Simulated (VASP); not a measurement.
# Na3Li5S4 (P1) in VASP: single point with PBEsol

Aim: the single point of Na3Li5S4 with PBEsol.

Program: VASP 6.6.1. These are calculated values, not measurements. Logs are shortened: lines on timing, memory, paths and dates and some standing lists are left out, and cuts for length are marked.

## (1) The cell of the first run

The typed cell holds 96 atoms: a = 12.064 Å, b = 12.064 Å, c = 12.064 Å, α = 90.00°, β = 90.00°, γ = 90.00°.

## (2) Single point, PBEsol

INCAR reads:

```
SYSTEM = Na3Li5S4
PREC     = Accurate       ! precision mode
ENCUT    = 750            ! plane-wave cutoff, eV
EDIFF    = 1E-6           ! SCF threshold, eV
ISMEAR   = -1             ! smearing method
SIGMA    = 0.05           ! smearing width, eV
LREAL    = Auto         
LASPH    = .TRUE.         ! aspherical terms in the spheres
NELM     = 120            ! most SCF steps
ALGO     = Normal         ! electronic algorithm
ISIF     = 2              ! what is computed and relaxed
LWAVE    = .FALSE.        ! write WAVECAR
LCHARG   = .TRUE.         ! write CHGCAR
GGA      = PS             ! functional
LELF     = .TRUE.         ! ELF
LVHAR    = .TRUE.       
NBANDS   = 294            ! bands
ISYM     = 0            
GGA_COMPAT= .FALSE.      
NCORE    = 4
```

KPOINTS reads:

```
Automatic mesh
0
Gamma
  1 1 1
  0.25 0.25 0.25
```

POSCAR reads:

```
Na3Li5S4
1.0
   12.0642908039      0.0000000000      0.0000000000
    0.0000000000     12.0642908039      0.0000000000
    0.0000000000      0.0000000000     12.0642908039
Li Na S
40 24 32
Direct
    0.3780550000      0.1085100000      0.1323680000
    0.3832520000      0.1194940000      0.6167670000
    0.3614980000      0.6341670000      0.6314130000
    0.8671770000      0.1364230000      0.6168450000
    0.8634650000      0.6353320000      0.1476890000
    0.8742380000      0.6238550000      0.6277470000
    0.1250610000      0.3714500000      0.1305390000
    0.0888670000      0.4094950000      0.6561710000
    0.6265390000      0.3689680000      0.6202350000
    0.6226870000      0.8817510000      0.6259360000
    0.1337680000      0.1203770000      0.3753290000
    0.1122550000      0.6292470000      0.3878510000
    0.1301260000      0.6218710000      0.8721370000
    0.6290020000      0.1244000000      0.3788050000
    0.6328310000      0.1406560000      0.8568970000
    0.6324490000      0.6379340000      0.8750640000
    0.1216980000      0.6308590000      0.6246020000
    0.6230650000      0.1283000000      0.6199540000
    0.6261640000      0.6281820000      0.1182900000
    0.3827360000      0.3560650000      0.3806210000
    0.3725480000      0.8672460000      0.3739970000
    0.3733580000      0.8762250000      0.8718830000
    0.8735750000      0.3761990000      0.3764980000
    0.8753910000      0.3718840000      0.8642030000
    0.8770220000      0.8781410000      0.3768050000
    0.3540250000      0.3426810000      0.1556410000
    0.3768380000      0.8647470000      0.1210000000
    0.3812000000      0.8810030000      0.6246240000
    0.8636720000      0.3773600000      0.6197130000
    0.8742290000      0.8765360000      0.1328180000
    0.3825880000      0.1117180000      0.3764770000
    0.3866470000      0.6386660000      0.8728370000
    0.8788060000      0.1284390000      0.3741370000
    0.8667110000      0.1298400000      0.8653610000
    0.8725160000      0.6265910000      0.3867530000
    0.1322540000      0.3793790000      0.8835550000
    0.1246750000      0.8764190000      0.3743310000
    0.6265710000      0.3689430000      0.3796730000
    0.6341140000      0.3829720000      0.8614140000
    0.6050840000      0.8943290000      0.8643150000
    0.3771500000      0.6058720000      0.1185770000
    0.8731310000      0.1324710000      0.1230300000
    0.1260660000      0.8693580000      0.1248360000
    0.1264200000      0.8790770000      0.6179680000
    0.6181220000      0.3787410000      0.1211500000
    0.6254520000      0.8755670000      0.1271730000
    0.1230970000      0.1298350000      0.8740940000
    0.6226170000      0.6234410000      0.3750570000
    0.1255390000      0.1221930000      0.1346570000
    0.1258310000      0.1356090000      0.6193560000
    0.1243990000      0.6190730000      0.1297550000
    0.6257440000      0.1236250000      0.1170580000
    0.6201350000      0.6208460000      0.6261560000
    0.3826210000      0.3854710000      0.8791580000
    0.8626810000      0.8697840000      0.8722640000
    0.3634340000      0.3694220000      0.6251740000
    0.8774200000      0.3784270000      0.1201970000
    0.8775850000      0.8828100000      0.6235870000
    0.3823370000      0.1320840000      0.8730250000
    0.3708880000      0.6107950000      0.3759940000
    0.8785300000      0.6133870000      0.8815350000
    0.1270360000      0.3704070000      0.3978110000
    0.1268260000      0.8727370000      0.8681210000
    0.6253010000      0.8735890000      0.3780470000
    0.9892890000      0.9982370000      0.9972250000
    0.9982450000      0.0079750000      0.4829650000
    0.0157140000      0.4870490000      0.9923240000
    0.9917830000      0.5080420000      0.5097460000
    0.4900000000      0.9913440000      0.9979880000
    0.5011650000      0.0009650000      0.5059110000
    0.5219820000      0.5180550000      0.9794430000
    0.5026120000      0.4803900000      0.4976490000
    0.2524000000      0.2571210000      0.0110940000
    0.2686240000      0.2279290000      0.4865690000
    0.2604340000      0.7462750000      0.9890200000
    0.2487770000      0.7460260000      0.4979460000
    0.7487540000      0.2535560000      0.9755840000
    0.7500790000      0.2501180000      0.4956340000
    0.7533460000      0.7413890000      0.0136160000
    0.7582490000      0.7490390000      0.5039800000
    0.2617510000      0.9907140000      0.2585920000
    0.2652160000      0.0001630000      0.7420520000
    0.2495890000      0.4780190000      0.2519620000
    0.2394780000      0.5106540000      0.7477620000
    0.7600390000      0.0026990000      0.2604740000
    0.7379960000      0.0117120000      0.7455400000
    0.7569000000      0.5018730000      0.2571020000
    0.7536430000      0.4909460000      0.7436170000
    0.9988010000      0.2521270000      0.2641120000
    0.9877860000      0.2597650000      0.7439390000
    0.9916840000      0.7486330000      0.2647390000
    0.0026160000      0.7363790000      0.7444270000
    0.4959570000      0.2402200000      0.2574750000
    0.5156400000      0.2509550000      0.7415310000
    0.4901370000      0.7501400000      0.2462450000
    0.4969250000      0.7611930000      0.7500180000
```

Potentials or basis: VASP PAW PBE potentials, release 64 (Li_sv, Na_pv, S).

Started as:

```sh
> cat potpaw_PBE.64/Li_sv/POTCAR potpaw_PBE.64/Na_pv/POTCAR potpaw_PBE.64/S/POTCAR > POTCAR
> mpirun -np 4 vasp_std > vasp.out
```

OUTCAR:

```text
SYSTEM = Na3Li5S4
   PREC = Accurate
   ENCUT = 750
   EDIFF = 1E-6
   ISMEAR = -1
   LREAL = Auto
   LASPH = .TRUE.
   NELM = 120
   ISIF = 2
   GGA = PS
   ISYM = 0

 ion  position               nearest neighbor table
   1  0.378  0.109  0.132-  81 2.51  69 2.54  93 2.61
   2  0.383  0.119  0.617-  70 2.42  74 2.47  82 2.53
   3  0.361  0.634  0.631-  76 2.50  84 2.52  96 2.66
   4  0.867  0.136  0.617-  78 2.45  90 2.59  86 2.67
   5  0.863  0.635  0.148-  87 2.45  79 2.45  91 2.50
   6  0.874  0.624  0.628-  68 2.45  92 2.49  80 2.54  88 2.58
   7  0.125  0.371  0.131-  83 2.46  73 2.52  67 2.54  89 2.64
   8  0.089  0.409  0.656-  90 2.42  68 2.43  84 2.45
   9  0.627  0.369  0.620-  94 2.44  72 2.50  78 2.56  88 2.59
  10  0.623  0.882  0.626-  70 2.51  86 2.54  96 2.58
  11  0.134  0.120  0.375-  74 2.48  66 2.49  81 2.61  89 2.64
  12  0.112  0.629  0.388-  91 2.53  68 2.53  76 2.54
  13  0.130  0.622  0.872-  84 2.41  92 2.58  67 2.58  75 2.59
  14  0.629  0.124  0.379-  78 2.53  93 2.58  85 2.59  70 2.64
  15  0.633  0.141  0.857-  94 2.39  86 2.42  77 2.42
  16  0.632  0.638  0.875-  71 2.34  79 2.55  96 2.68
  17  0.122  0.631  0.625-  92 2.40  84 2.52  68 2.56  76 2.57
[... 82 lines left out ...]
  92  0.003  0.736  0.744-  17 2.40   6 2.49  13 2.58  63 2.68  61 2.68  58 2.74  44 2.74
  93  0.496  0.240  0.257-  26 2.44  20 2.45  31 2.52  14 2.58   1 2.61  38 2.66  52 2.70  45 2.77

  94  0.516  0.251  0.742-  15 2.39   9 2.44  18 2.45  39 2.58  59 2.68  56 2.72
  95  0.490  0.750  0.246-  27 2.46  21 2.53  46 2.65  19 2.69  41 2.69  48 2.70  60 2.71  64 2.72

  96  0.497  0.761  0.750-  32 2.48  40 2.49  22 2.51  28 2.52  10 2.58   3 2.66  16 2.68  53 2.70

IMPORTANT INFORMATION: All symmetrisations will be switched off!
NOSYMM: (Re-)initialisation of all symmetry stuff for point group C_1.

----------------------------------------------------------------------------------------

                                     Primitive cell

  volume of cell :    1755.9227

  direct lattice vectors                    reciprocal lattice vectors
    12.064290804  0.000000000  0.000000000     0.082889249  0.000000000  0.000000000
     0.000000000 12.064290804  0.000000000     0.000000000  0.082889249  0.000000000
     0.000000000  0.000000000 12.064290804     0.000000000  0.000000000  0.082889249

  length of vectors
    12.064290804 12.064290804 12.064290804     0.082889249  0.082889249  0.082889249

  position of ions in fractional coordinates (direct lattice)
     0.378055000  0.108510000  0.132368000
     0.383252000  0.119494000  0.616767000
     0.361498000  0.634167000  0.631413000
     0.867177000  0.136423000  0.616845000
     0.863465000  0.635332000  0.147689000
     0.874238000  0.623855000  0.627747000
[... 247 lines left out ...]
   ISYM   =      0    0-nonsym 1-usesym 2-fastsym
   POTIM  = 0.5000    time-step for ionic-motion
   TEBEG  =    0.0;   TEEND  =   0.0 temperature during run
   PSTRESS=    0.0 pullay stress
   NELECT =     480.0000    total number of electrons
   NUPDOWN=      -1.0000    fix difference up-down
   EMIN   =  10.00;   EMAX   =-10.00  energy-range for DOS
   EFERMI =   0.00;   METHOD = LEGACY
   ISMEAR =    -1;   SIGMA  =   0.05  broadening in eV -4-tet -1-fermi 0-gaus
   EFERMI_NEDOS =   21; number of points for ismear=-14 and -15
   IALGO  =     38    algorithm
   IMIX   =      4    mixing-type and parameters
     AMIX     =   0.40;   BMIX     =  1.00
     AMIX_MAG =   1.60;   BMIX_MAG =  1.00
  volume/ion in A,a.u.               =      18.29       123.43
  Fermi-wavevector in a.u.,A,eV,Ry     =   1.062478  2.007793 15.359078  1.128860
  Thomas-Fermi vector in A             =   2.197930
   LORBIT       =      0    0 simple, 1 ext, 2 COOP (PROOUT), +10 PAW based schemes
   GGA     = PS    functional components
   LHFCALC =     F    Hartree Fock is set to
   AEXX    =    0.0000 exact exchange contribution
   IVDW    =     0    specifies the selected vdW correction
   LEPSILON=     F    determine dielectric tensor
   LRPA    =     F    only Hartree local field effects (RPA)
 non-spin polarized calculation
  energy-cutoff  :      750.00
  volume of cell :     1755.92
 maximum number of plane-waves:     81910
   NGX = 53   NGY = 53   NGZ = 53

 number of electron     480.0000021 magnetization

 Free energy of the ion-electron system (eV)
  ---------------------------------------------------
  ext. energy  EPLUGINS =         0.00000000
  ---------------------------------------------------
  free energy    TOTEN  =      -366.94483430 eV

  energy without entropy =     -366.94483430  energy(sigma->0) =     -366.94483430

 E-fermi :   2.1673     XC(G=0):  -8.3500

 val. band max:        0.8299388382   @ k =  -0.2500   0.2500   0.2500
 cond. band min:       4.4328055042   @ k =   0.2500  -0.2500   0.2500
 fundamental gap:      3.6028666660
 Fermi energy:         2.1672844464

 k-point     1 :       0.2500    0.2500    0.2500
  band No.  band energies     occupation
      1     -43.3446      2.00000
      2     -43.2250      2.00000
      3     -43.1963      2.00000
      4     -43.1538      2.00000
      5     -43.1450      2.00000
      6     -43.1216      2.00000
[... 1009 lines left out ...]
    251       5.4123      0.00000
    252       5.4732      0.00000
 [bands above 252 left out]

------------------------ aborting loop because EDIFF is reached ----------------------------------------

  FORCE on cell =-STRESS in cart. coord.  units (eV):
  Direction    XX          YY          ZZ          XY          YZ          ZX
  --------------------------------------------------------------------------------------
  -------------------------------------------------------------------------------------
  Total        0.1773601      0.6177222      0.0149458     -2.0620164      1.2353412     -3.2713982
  in kB        0.1618308      0.5636356      0.0136372     -1.8814700      1.1271770     -2.9849606
  external PRESSURE =       0.2463679 kB  Pullay stress =       0.0000000 kB

 VOLUME and BASIS-vectors are now :
 -----------------------------------------------------------------------------
  energy-cutoff  :      750.00
  volume of cell :     1755.92
      direct lattice vectors                 reciprocal lattice vectors
    12.064290804  0.000000000  0.000000000     0.082889249  0.000000000  0.000000000
     0.000000000 12.064290804  0.000000000     0.000000000  0.082889249  0.000000000
     0.000000000  0.000000000 12.064290804     0.000000000  0.000000000  0.082889249

 POSITION                                       TOTAL-FORCE (eV/Angst)
 -----------------------------------------------------------------------------------
      4.56097      1.30910      1.59693         0.002162      0.009401     -0.001248
      4.62366      1.44161      7.44086         0.002106     -0.000404      0.005511
      4.36122      7.65078      7.61755         0.001513      0.000801      0.003133
     10.46188      1.64585      7.44180        -0.006044      0.001070     -0.001226
     10.41709      7.66483      1.78176         0.009155      0.005336     -0.005102
     10.54706      7.52637      7.57332         0.003064      0.000367     -0.006071
[... 88 lines left out ...]
      5.91316      9.04991      2.97077        -0.004524      0.004710      0.002013
      5.99505      9.18325      9.04844        -0.004629      0.007251     -0.001490
 -----------------------------------------------------------------------------------
    total drift:                                0.037413     -0.027006      0.013716

  FREE ENERGIE OF THE ION-ELECTRON SYSTEM (eV)
  ---------------------------------------------------
  free  energy   TOTEN  =      -366.9448342973 eV

  energy  without entropy=     -366.9448342973  energy(sigma->0) =     -366.94483430
```

It took 22 min on 4 MPI ranks of AMD EPYC 9R45 (Zen 5), shared host; peak memory 1 GiB.

What came out:

```yaml
Free_energy: -366.9448 eV
Pressure: 0.0 GPa
Largest_force: 0.021 eV/Å
Band_gap_on_the_k_mesh: 3.60 eV
```

Forces in eV/Å, atoms in the order of the input:
```
Li   0.002  0.009 -0.001
Li   0.002  0.000  0.006
Li   0.002  0.001  0.003
Li  -0.006  0.001 -0.001
Li   0.009  0.005 -0.005
Li   0.003  0.000 -0.006
Li   0.000  0.007  0.005
Li   0.002  0.002  0.002
Li   0.010 -0.005  0.008
Li   0.010  0.005  0.003
Li  -0.014  0.003  0.005
Li   0.015  0.004 -0.014
Li   0.001  0.014  0.015
Li  -0.002  0.000  0.000
Li   0.005  0.004  0.014
Li   0.005  0.003 -0.003
Li  -0.002 -0.006 -0.006
Li  -0.001 -0.006 -0.005
Li  -0.002 -0.006 -0.004
Li   0.000  0.006  0.002
Li   0.011 -0.011  0.000
Li   0.003 -0.001  0.011
Li   0.011 -0.004 -0.005
Li   0.006  0.015  0.010
Li   0.002 -0.001  0.002
Li   0.005  0.004 -0.013
Li  -0.001 -0.001  0.003
Li  -0.004 -0.001 -0.004
Li  -0.001 -0.003 -0.002
Li  -0.003 -0.011  0.011
Li  -0.003 -0.002 -0.001
Li   0.000 -0.006 -0.003
Li  -0.004 -0.002 -0.009
Li   0.011  0.002 -0.003
Li   0.002  0.001 -0.004
Li  -0.003 -0.010 -0.006
Li   0.001 -0.012  0.004
Li   0.003 -0.006 -0.007
Li  -0.010 -0.003  0.010
Li   0.010 -0.002  0.006
Na   0.002  0.003 -0.002
Na  -0.002  0.003 -0.002
Na   0.000  0.000  0.001
Na  -0.002  0.004  0.001
Na  -0.001 -0.001  0.001
Na   0.007  0.002  0.001
Na  -0.002  0.003 -0.001
Na   0.000  0.003  0.004
Na  -0.001 -0.001 -0.001
Na  -0.005 -0.002  0.001
Na  -0.003  0.004  0.000
Na  -0.001 -0.002 -0.004
Na  -0.003  0.000  0.002
Na   0.001  0.002 -0.002
Na  -0.001  0.001 -0.001
Na  -0.004 -0.003  0.001
Na  -0.002 -0.004 -0.003
Na   0.001  0.004  0.001
Na  -0.002  0.003  0.001
Na   0.000  0.002 -0.001
Na  -0.003 -0.001 -0.001
Na  -0.004 -0.004  0.004
Na  -0.005  0.003 -0.001
Na  -0.003 -0.002 -0.003
S    0.001 -0.002 -0.001
S   -0.004  0.003 -0.004
S    0.004 -0.002  0.001
S   -0.008 -0.003 -0.008
S   -0.009  0.002 -0.005
S   -0.003  0.001  0.001
S    0.007  0.000 -0.001
S    0.000 -0.001  0.001
S   -0.002  0.001 -0.003
S    0.005  0.004 -0.003
S    0.002 -0.008 -0.006
S    0.005  0.002 -0.002
S    0.000  0.007 -0.009
S    0.001  0.003  0.004
S   -0.004 -0.008  0.001
S   -0.002 -0.005  0.000
S    0.005  0.001  0.004
S    0.005 -0.005 -0.006
S   -0.005 -0.003  0.006
S    0.004  0.008  0.004
S    0.003  0.003  0.005
S   -0.006  0.006 -0.003
S    0.000 -0.004  0.000
S   -0.003 -0.005  0.001
S   -0.006 -0.001  0.003
S   -0.012 -0.005 -0.002
S   -0.011  0.002 -0.001
S   -0.003 -0.004 -0.002
S   -0.006 -0.003  0.010
S    0.004 -0.001 -0.003
S   -0.005  0.005  0.002
S   -0.005  0.007 -0.001
```

Stress tensor (GPa, compression positive):
```
 0.02 -0.19 -0.30
-0.19  0.06  0.11
-0.30  0.11  0.00
```

Caveat: the PAW data sets were made with another functional, which shifts forces and pressure a little; a shifted mesh leaves out Γ, where band edges can lie. A k mesh can miss the band edges.
